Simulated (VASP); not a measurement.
Write the native input for VASP 6.6.1 that does the following.

```yaml
Task: single point
Functional: PBEsol
Potentials_or_basis: VASP PAW PBE potentials, release 64 (Zn, Al, O, Ga_d)
Cutoff: 520 eV
k_mesh: 1 × 1 × 1, shifted
Occupations: fermi-dirac, width 0.05 eV
Spin: no spin polarisation
Dipole_correction: no
Further_INCAR_settings: LREAL = Auto; ALGO = Normal; EDIFF = 1e-06; NBANDS = 262; ISYM = 0
```

The structure of AlZn2Ga3O8 lies in POSCAR:

```
AlZn2Ga3O8
1.0
    8.2782814638      0.0000000000      0.0000000000
    0.0000000000      8.2782814638      0.0000000000
    0.0000000000      0.0000000000      8.2782814638
Zn Al O Ga
8 4 32 12
Direct
    0.8749570000      0.3730940000      0.3730310000
    0.3750520000      0.8772580000      0.3729320000
    0.3749140000      0.3736060000      0.8769220000
    0.1253390000      0.1257150000      0.1212060000
    0.8752730000      0.8773480000      0.8769700000
    0.6253130000      0.6257380000      0.1212230000
    0.6255810000      0.1259360000      0.6289920000
    0.1255210000      0.6258500000      0.6293890000
    0.5003020000      0.0007340000      0.9999800000
    0.7500530000      0.2478090000      0.9973060000
    0.2520860000      0.7524740000      0.0011230000
    0.9985280000      0.2494760000      0.7519020000
    0.5101680000      0.0109820000      0.2311980000
    0.7408900000      0.2402170000      0.2295150000
    0.5162260000      0.2336900000      0.0063990000
    0.7332310000      0.0154580000      0.0071940000
    0.0120960000      0.5116220000      0.2372960000
    0.2411240000      0.7418270000      0.2321300000
    0.0186480000      0.7412990000      0.0085830000
    0.2419210000      0.5191410000      0.0091850000
    0.0097020000      0.0183680000      0.7418550000
    0.2310590000      0.2412030000      0.7427660000
    0.0083910000      0.2416090000      0.5189520000
    0.2391560000      0.0122970000      0.5134250000
    0.2606710000      0.2623210000      0.2601770000
    0.4899650000      0.4890370000      0.2601180000
    0.4890440000      0.2605590000      0.4887210000
    0.2611150000      0.4908740000      0.4887880000
    0.5114140000      0.5111630000      0.7398730000
    0.7398600000      0.7381610000      0.7406810000
    0.5105150000      0.7408680000      0.5124830000
    0.7392990000      0.5107870000      0.5109160000
    0.7623160000      0.7616070000      0.2592050000
    0.9890360000      0.9909420000      0.2611540000
    0.9901600000      0.7623100000      0.4896850000
    0.7597280000      0.9901790000      0.4877730000
    0.7664520000      0.2577710000      0.7662530000
    0.9901520000      0.4814040000      0.7603220000
    0.9836830000      0.2573500000      0.9837430000
    0.7601150000      0.4811300000      0.9896490000
    0.2598710000      0.7617200000      0.7697420000
    0.4894930000      0.9913710000      0.7689280000
    0.4852090000      0.7675650000      0.9925480000
    0.2673480000      0.9854220000      0.9931840000
    0.7497910000      0.0008600000      0.2470680000
    0.0012480000      0.4992970000      0.9986280000
    0.9991320000      0.0021010000      0.5016890000
    0.5001870000      0.5006300000      0.5001100000
    0.2485690000      0.2518370000      0.5016660000
    0.2513740000      0.5020870000      0.2484970000
    0.5006770000      0.2500950000      0.2472140000
    0.7503430000      0.7505520000      0.4999950000
    0.2492760000      0.0018160000      0.7539820000
    0.7505860000      0.4977440000      0.7504420000
    0.0018840000      0.7517210000      0.2486870000
    0.4999790000      0.7512410000      0.7528600000
```

These files were run (other wordings do the same):

INCAR

```
SYSTEM = AlZn2Ga3O8
ALGO = Normal
EDIFF = 1E-6
ENCUT = 520
GGA = PS
ISIF = 2
ISMEAR = -1
ISYM = 0
LASPH = .TRUE.
LCHARG = .FALSE.
LREAL = Auto
LWAVE = .FALSE.
NBANDS = 262
NELM = 60
PREC = Accurate
SIGMA = 0.05
```

KPOINTS

```
Automatic mesh
0
Gamma
  1 1 1
  0.25 0.25 0.25
```

Potentials or basis: VASP PAW PBE potentials, release 64 (Zn, Al, O, Ga_d).

Command:

```bash
$ cat potpaw_PBE.64/Zn/POTCAR potpaw_PBE.64/Al/POTCAR potpaw_PBE.64/O/POTCAR potpaw_PBE.64/Ga_d/POTCAR > POTCAR
$ mpirun -np 1 vasp_std > vasp.out
```

It gave:

- Pressure: 0.7 GPa
- Largest force: 0.061 eV/Å
- Band gap on the k mesh: 3.96 eV, direct

Caveat: the k points lie up to 0.76 Å⁻¹ apart; the PAW data sets were made with another functional, which shifts forces and pressure a little.

Wall time 32 min on 1 thread of Intel Xeon 6975P-C (shared host), peak memory 0.82 GiB.
